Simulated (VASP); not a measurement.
# Ta (P6_3/mmc) in VASP: a series of runs

Ta is run at these levels: PBE; tasks: single point.

Everything below comes from runs of VASP 6.6.1. Logs are shortened: lines on timing, memory, paths and dates and some standing lists are left out, and cuts for length are marked.

## 1. The cell of the first run

It takes space group P6_3/mmc (No. 194, hexagonal). The conventional cell has a = 2.825 Å, b = 2.825 Å, c = 4.979 Å, α = 90.00°, β = 90.00°, γ = 120.00°. Ta (site symmetry -6m2) has 12 Ta at 2.82 to 2.98 Å within 3.7 Å.

## 2. Single point, PBE

Contents of INCAR:

```
SYSTEM = Ta
ALGO     = Normal         ! electronic algorithm
EDIFF    = 1E-6           ! SCF threshold, eV
ENCUT    = 520            ! plane-wave cutoff, eV
GGA      = PE             ! functional
ISIF     = 2              ! what is computed and relaxed
ISMEAR   = -1             ! smearing method
LASPH    = .True.         ! aspherical terms in the spheres
LCHARG   = .False.        ! write CHGCAR
LREAL    = .False.        ! projectors in reciprocal space
LWAVE    = .False.        ! write WAVECAR
NBANDS   = 18             ! bands
NELM     = 80             ! most SCF steps
PREC     = Accurate       ! precision mode
SIGMA    = 0.1            ! smearing width, eV
```

Contents of KPOINTS:

```
k-points
0
Gamma
  15 15 8
  0 0 0
```

Contents of POSCAR:

```
Ta
1.0
    2.8248533648      0.0000000000      0.0000000000
   -1.4124266824      2.4463947759      0.0000000000
    0.0000000000      0.0000000000      4.9791363093
Ta
2
Direct
    0.3333333333      0.6666666667      0.2500000000
    0.6666666667      0.3333333333      0.7500000000
```

Potentials or basis: VASP PAW PBE potentials, release 64 (Ta_pv).

Run with:

```console
> cat potpaw_PBE.64/Ta_pv/POTCAR > POTCAR
> mpirun -np 1 vasp_std > vasp.out
```

OUTCAR:

```text
SYSTEM = Ta
   EDIFF = 1E-6
   ENCUT = 520
   GGA = PE
   ISIF = 2
   ISMEAR = -1
   LASPH = .True.
   LREAL = .False.
   NELM = 80
   PREC = Accurate

 ion  position               nearest neighbor table
   1  0.333  0.667  0.250-   2 2.98   2 2.98   2 2.98   2 2.98   2 2.98   2 2.98
   2  0.667  0.333  0.750-   1 2.98   1 2.98   1 2.98   1 2.98   1 2.98   1 2.98

  LATTYP: Found a hexagonal cell.
 ALAT       =     2.8248533648
 C/A-ratio  =     1.7626176181

  Lattice vectors:

 A1 = (   2.8248533648,   0.0000000000,   0.0000000000)
 A2 = (  -1.4124266824,   2.4463947759,   0.0000000000)
 A3 = (   0.0000000000,   0.0000000000,   4.9791363093)

Analysis of symmetry for initial positions (statically):
=====================================================================
 Subroutine PRICEL returns:
 Original cell was already a primitive cell.

 Routine SETGRP: Setting up the symmetry group for a
 hexagonal supercell.

 Subroutine GETGRP returns: Found 24 space group operations
 (whereof 12 operations were pure point group operations)
 out of a pool of 24 trial point group operations.

The static configuration has the point symmetry D_3d.
 The point group associated with its full space group is D_6h.

Analysis of symmetry for dynamics (positions and initial velocities):
=====================================================================
 Subroutine PRICEL returns:
 Original cell was already a primitive cell.

 Routine SETGRP: Setting up the symmetry group for a
 hexagonal supercell.

 Subroutine GETGRP returns: Found 24 space group operations
 (whereof 12 operations were pure point group operations)
 out of a pool of 24 trial point group operations.

The dynamic configuration has the point symmetry D_3d.
 The point group associated with its full space group is D_6h.

 Subroutine INISYM returns: Found 24 space group operations
 (whereof 12 operations are pure point group operations),
 and found     1 'primitive' translations

----------------------------------------------------------------------------------------

                                     Primitive cell

  volume of cell :      34.4093

  direct lattice vectors                    reciprocal lattice vectors
     2.824853365  0.000000000  0.000000000     0.354000676  0.204382385  0.000000000
    -1.412426682  2.446394776  0.000000000     0.000000000  0.408764771  0.000000000
     0.000000000  0.000000000  4.979136309     0.000000000  0.000000000  0.200838045

  length of vectors
     2.824853365  2.824853365  4.979136309     0.408764771  0.408764771  0.200838045

  position of ions in fractional coordinates (direct lattice)
     0.333333333  0.666666667  0.250000000
     0.666666667  0.333333333  0.750000000

  ion indices of the primitive-cell ions
   primitive index   ion index
                 1           1
                 2           2

----------------------------------------------------------------------------------------

 KPOINTS: k-points

Automatic generation of k-mesh.
 Grid dimensions read from file:
 generate k-points for:   15   15    8

 Generating k-lattice:

  Cartesian coordinates                     Fractional coordinates (reciprocal lattice)
     0.023600045  0.013625492  0.000000000     0.066666667  0.000000000  0.000000000
     0.000000000  0.027250985  0.000000000     0.000000000  0.066666667  0.000000000
     0.000000000  0.000000000  0.025104756     0.000000000  0.000000000  0.125000000

  Length of vectors
     0.027250985  0.027250985  0.025104756

  Shift w.r.t. Gamma in fractional coordinates (k-lattice)
     0.000000000  0.000000000  0.000000000

 Subroutine IBZKPT returns following result:
 ===========================================

 Found    135 irreducible k-points:

 Following reciprocal coordinates:
            Coordinates               Weight
  0.000000  0.000000  0.000000      1.000000
  0.066667  0.000000  0.000000      6.000000
  0.133333  0.000000  0.000000      6.000000
  0.200000  0.000000  0.000000      6.000000
  0.266667  0.000000  0.000000      6.000000
  0.333333  0.000000  0.000000      6.000000
[... 16 lines left out ...]
  0.333333  0.200000  0.000000     12.000000
  0.400000  0.200000  0.000000      6.000000
 [... further k-points ...]
   k-points           NKPTS =    135   k-points in BZ     NKDIM =    135   number of bands    NBANDS=     18
   number of dos      NEDOS =    301   number of ions     NIONS =      2
   total plane-waves  NPLWV =  23040
   dimension x,y,z NGX =    24 NGY =   24 NGZ =   40
   dimension x,y,z NGXF=    48 NGYF=   48 NGZF=   80
   ions per type =               2
   NGX,Y,Z   is equivalent  to a cutoff of  14.12, 14.12, 13.36 a.u.
   NGXF,Y,Z  is equivalent  to a cutoff of  28.25, 28.25, 26.71 a.u.
 SYSTEM =  Ta
   PREC   = accura    normal or accurate (medium, high low for compatibility)
   ISTART =      0    job   : 0-new  1-cont  2-samecut
   ICHARG =      2    charge: 1-file 2-atom 10-const
   ISPIN  =      1    spin polarized calculation?
   LNONCOLLINEAR =      F non collinear calculations
   LSORBIT =      F    spin-orbit coupling
   LASPH  =      T    aspherical Exc in radial PAW
   ENCUT  =  520.0 eV  38.22 Ry    6.18 a.u.   5.25  5.25  9.26*2*pi/ulx,y,z
   NELM   =     80;   NELMIN=  2; NELMDL= -5     # of ELM steps
   EDIFF  = 0.1E-05   stopping-criterion for ELM
   LREAL  =      F    real-space projection
   EDIFFG = 0.1E-04   stopping-criterion for IOM
   NSW    =      0    number of steps for IOM
   IBRION =     -1    ionic relax: 0-MD 1-quasi-New 2-CG
   NFREE  =      0    steps in history (QN), initial steepest desc. (CG)
   ISIF   =      2    stress and relaxation
   ISYM   =      2    0-nonsym 1-usesym 2-fastsym
   POTIM  = 0.5000    time-step for ionic-motion
   TEBEG  =    0.0;   TEEND  =   0.0 temperature during run
   PSTRESS=    0.0 pullay stress
   NELECT =      22.0000    total number of electrons
   NUPDOWN=      -1.0000    fix difference up-down
   EMIN   =  10.00;   EMAX   =-10.00  energy-range for DOS
   EFERMI =   0.00;   METHOD = LEGACY
   ISMEAR =    -1;   SIGMA  =   0.10  broadening in eV -4-tet -1-fermi 0-gaus
   EFERMI_NEDOS =   21; number of points for ismear=-14 and -15
   IALGO  =     38    algorithm
   IMIX   =      4    mixing-type and parameters
     AMIX     =   0.40;   BMIX     =  1.00
     AMIX_MAG =   1.60;   BMIX_MAG =  1.00
  volume/ion in A,a.u.               =      17.20       116.10
  Fermi-wavevector in a.u.,A,eV,Ry     =   1.410339  2.665155 27.062758  1.989057
  Thomas-Fermi vector in A             =   2.532303
   LORBIT       =      0    0 simple, 1 ext, 2 COOP (PROOUT), +10 PAW based schemes
   GGA     = PE    functional components
   LHFCALC =     F    Hartree Fock is set to
   AEXX    =    0.0000 exact exchange contribution
   IVDW    =     0    specifies the selected vdW correction
   LEPSILON=     F    determine dielectric tensor
   LRPA    =     F    only Hartree local field effects (RPA)
 non-spin polarized calculation
  energy-cutoff  :      520.00
  volume of cell :       34.41
 maximum number of plane-waves:       942
 NGX is ok and might be reduce to    24
   NGX = 11   NGY = 11   NGZ = 19

 number of electron      21.9999999 magnetization

 Free energy of the ion-electron system (eV)
  ---------------------------------------------------
  ext. energy  EPLUGINS =         0.00000000
  ---------------------------------------------------
  free energy    TOTEN  =       -22.93638896 eV

  energy without entropy =      -22.86284000  energy(sigma->0) =      -22.89961448

 E-fermi :   6.3192     XC(G=0): -12.8433

 val. band max:        6.3155298336   @ k =   0.1333   0.1333   0.2500
 cond. band min:       6.3260886581   @ k =   0.3333   0.0000   0.1250
 fundamental gap:      0.0105588246
 Fermi energy:         6.3192381432

 k-point     1 :       0.0000    0.0000    0.0000
  band No.  band energies     occupation
      1     -28.2473      2.00000
      2     -27.1133      2.00000
      3     -27.0228      2.00000
      4     -27.0228      2.00000
      5     -26.9070      2.00000
      6     -26.9070      2.00000
[... 10 lines left out ...]
     17      11.9690      0.00000
     18      11.9690      0.00000

 k-point     2 :       0.0667    0.0000    0.0000
  band No.  band energies     occupation
      1     -28.2282      2.00000
      2     -27.1160      2.00000
      3     -27.0831      2.00000
      4     -27.0393      2.00000
      5     -26.9689      2.00000
      6     -26.9175      2.00000
[... 10 lines left out ...]
     17      12.0617      0.00000
     18      12.4106      0.00000

 k-point     3 :       0.1333    0.0000    0.0000
  band No.  band energies     occupation
      1     -28.1729      2.00000
      2     -27.2521      2.00000
      3     -27.1400      2.00000
      4     -27.1249      2.00000
      5     -27.0850      2.00000
      6     -26.9477      2.00000
[... 10 lines left out ...]
     17      12.2519      0.00000
     18      13.3922      0.00000

 k-point     4 :       0.2000    0.0000    0.0000
  band No.  band energies     occupation
      1     -28.0869      2.00000
      2     -27.4972      2.00000
      3     -27.3819      2.00000
      4     -27.1501      2.00000
      5     -27.1421      2.00000
      6     -26.9934      2.00000
[... 375 lines left out ...]
      4     -27.5135      2.00000
      5     -27.3706      2.00000
      6     -27.2720      2.00000
[... 10 lines left out ...]
     17      13.9807      0.00000
     18      16.5778      0.00000

 k-point    23 :       0.3333    0.2000    0.0000
  band No.  band energies     occupation
      1     -28.1635      2.00000
      2     -28.0302      2.00000
      3     -27.6297      2.00000
      4     -27.6133      2.00000
      5     -27.4411      2.00000
      6     -27.3280      2.00000
[... 10 lines left out ...]
     17      14.9945      0.00000
     18      15.8962      0.00000

 k-point    24 :       0.4000    0.2000    0.0000
  band No.  band energies     occupation
      1     -28.1964      2.00000
      2     -28.0422      2.00000
      3     -27.6525      2.00000
      4     -27.5845      2.00000
      5     -27.4658      2.00000
      6     -27.3594      2.00000
[... 10 lines left out ...]
     17      14.9805      0.00000
     18      15.4265      0.00000

 [... further k-points ...]
[... 5 lines left out ...]
  --------------------------------------------------------------------------------------
  -------------------------------------------------------------------------------------
  Total        4.1259768      4.1259768      4.1178641      0.0000000      0.0000000     -0.0000000
  in kB      192.1148314    192.1148315    191.7370882      0.0000000      0.0000000     -0.0000000
  external PRESSURE =     191.9889170 kB  Pullay stress =       0.0000000 kB

 VOLUME and BASIS-vectors are now :
 -----------------------------------------------------------------------------
  energy-cutoff  :      520.00
  volume of cell :       34.41
      direct lattice vectors                 reciprocal lattice vectors
     2.824853365  0.000000000  0.000000000     0.354000676  0.204382385  0.000000000
    -1.412426682  2.446394776  0.000000000     0.000000000  0.408764771  0.000000000
     0.000000000  0.000000000  4.979136309     0.000000000  0.000000000  0.200838045

 POSITION                                       TOTAL-FORCE (eV/Angst)
 -----------------------------------------------------------------------------------
     -0.00000      1.63093      1.24478        -0.000000      0.000000      0.000000
      1.41243      0.81546      3.73435         0.000000      0.000000      0.000000
 -----------------------------------------------------------------------------------
    total drift:                                0.000000     -0.000000      0.000000

  FREE ENERGIE OF THE ION-ELECTRON SYSTEM (eV)
  ---------------------------------------------------
  free  energy   TOTEN  =       -22.9363889585 eV

  energy  without entropy=      -22.8628399959  energy(sigma->0) =      -22.89961448
```

Wall time 23 s (1 thread of Intel Xeon 6975P-C (Granite Rapids), shared host); peak memory 0.2 GiB.

Results:

```yaml
Free_energy: -22.9364 eV
Pressure: 19.2 GPa
Band_gap_on_the_k_mesh: zero (band 11 reaches 8.07 eV, above the bottom of band 12 at 5.52 eV)
```

Caveat: spin-orbit coupling is left out, which moves the levels of the heavy elements.

## 3. Single point, PBE

Contents of INCAR:

```
PREC = Accurate
ENCUT = 520
EDIFF = 1E-6
ISMEAR = -1
SIGMA = 0.1
LREAL = False
LASPH = True
NELM = 80
ALGO = Normal
ISIF = 2
LWAVE = False
LCHARG = False
GGA = PE
NBANDS = 18
```

Contents of KPOINTS:

```
regular mesh
0
Gamma
  15 15 8
```

Contents of POSCAR:

```
Ta
1.0
    2.8240419424      0.0000000000      0.0000000000
   -1.4120209712      2.4456920635      0.0000000000
    0.0000000000      0.0000000000      4.9785131844
Ta
2
Direct
    0.3333333333      0.6666666667      0.2500000000
    0.6666666667      0.3333333333      0.7500000000
```

Potentials or basis: VASP PAW PBE potentials, release 64 (Ta_pv).

Run with:

```console
> cat potpaw_PBE.64/Ta_pv/POTCAR > POTCAR
> mpirun -np 1 vasp_std > vasp.out
```

OUTCAR:

```text
PREC = Accurate
   ENCUT = 520
   EDIFF = 1E-6
   ISMEAR = -1
   LREAL = False
   LASPH = True
   NELM = 80
   ISIF = 2
   GGA = PE

 ion  position               nearest neighbor table
   1  0.333  0.667  0.250-   2 2.98   2 2.98   2 2.98   2 2.98   2 2.98   2 2.98
   2  0.667  0.333  0.750-   1 2.98   1 2.98   1 2.98   1 2.98   1 2.98   1 2.98

  LATTYP: Found a hexagonal cell.
 ALAT       =     2.8240419424
 C/A-ratio  =     1.7629034150

  Lattice vectors:

 A1 = (   2.8240419424,   0.0000000000,   0.0000000000)
 A2 = (  -1.4120209712,   2.4456920635,   0.0000000000)
 A3 = (   0.0000000000,   0.0000000000,   4.9785131844)

Analysis of symmetry for initial positions (statically):
=====================================================================
 Subroutine PRICEL returns:
 Original cell was already a primitive cell.

 Routine SETGRP: Setting up the symmetry group for a
 hexagonal supercell.

 Subroutine GETGRP returns: Found 24 space group operations
 (whereof 12 operations were pure point group operations)
[... 156 lines left out ...]
 number of electron      21.9999999 magnetization

 Free energy of the ion-electron system (eV)
  ---------------------------------------------------
  ext. energy  EPLUGINS =         0.00000000
  ---------------------------------------------------
  free energy    TOTEN  =       -22.93348420 eV

  energy without entropy =      -22.86001665  energy(sigma->0) =      -22.89675042

 E-fermi :   6.3252     XC(G=0): -12.8469

 val. band max:        6.3205569439   @ k =   0.1333   0.1333   0.2500
 cond. band min:       6.3330705838   @ k =   0.3333  -0.0000   0.1250
 fundamental gap:      0.0125136399
 Fermi energy:         6.3252176892

 k-point     1 :       0.0000    0.0000    0.0000
  band No.  band energies     occupation
      1     -28.2414      2.00000
      2     -27.1052      2.00000
      3     -27.0139      2.00000
      4     -27.0139      2.00000
      5     -26.8980      2.00000
      6     -26.8980      2.00000
[... 481 lines left out ...]
      5     -27.4584      2.00000
      6     -27.3515      2.00000
[... 10 lines left out ...]
     17      14.9956      0.00000
     18      15.4422      0.00000

 [... further k-points ...]
[... 5 lines left out ...]
  --------------------------------------------------------------------------------------
  -------------------------------------------------------------------------------------
  Total        4.1661783      4.1661783      4.1470386      0.0000000      0.0000000     -0.0000000
  in kB      194.1224933    194.1224933    193.2306783      0.0000000      0.0000000     -0.0000000
  external PRESSURE =     193.8252216 kB  Pullay stress =       0.0000000 kB

 VOLUME and BASIS-vectors are now :
 -----------------------------------------------------------------------------
  energy-cutoff  :      520.00
  volume of cell :       34.39
      direct lattice vectors                 reciprocal lattice vectors
     2.824041942  0.000000000  0.000000000     0.354102390  0.204441110  0.000000000
    -1.412020971  2.445692064  0.000000000     0.000000000  0.408882220  0.000000000
     0.000000000  0.000000000  4.978513184     0.000000000  0.000000000  0.200863182

 POSITION                                       TOTAL-FORCE (eV/Angst)
 -----------------------------------------------------------------------------------
     -0.00000      1.63046      1.24463         0.000000     -0.000000      0.000000
      1.41202      0.81523      3.73388        -0.000000      0.000000      0.000000
 -----------------------------------------------------------------------------------
    total drift:                               -0.000000      0.000000     -0.000000

  FREE ENERGIE OF THE ION-ELECTRON SYSTEM (eV)
  ---------------------------------------------------
  free  energy   TOTEN  =       -22.9334842034 eV

  energy  without entropy=      -22.8600166462  energy(sigma->0) =      -22.89675042
```

It took 26 s on 1 thread of Intel Xeon 6975P-C (Granite Rapids), shared host; peak memory 0.2 GiB.

What came out:

| Quantity | Value |
| --- | --- |
| Free energy | -22.9335 eV |
| Pressure | 19.4 GPa |
| Band gap on the k mesh | zero (band 11 reaches 8.08 eV, above the bottom of band 12 at 5.53 eV) |

Stress tensor (GPa, compression positive):
```
19.41  0.00  0.00
 0.00 19.41  0.00
 0.00  0.00 19.32
```

Levels at points of the mesh, in eV from the Fermi level:
```tsv
k point	band 8	band 9	band 10	band 11	band 12	band 13	band 14	band 15
(0.00, 0.00, 0.00)	-5.20	-0.59	0.23	0.56	0.56	1.23	1.23	3.14
(0.00, 0.00, 0.50)	-6.52	-1.24	-1.24	0.61	0.61	0.61	0.61	4.86
```

Caveat: spin-orbit coupling is left out, which moves the levels of the heavy elements.
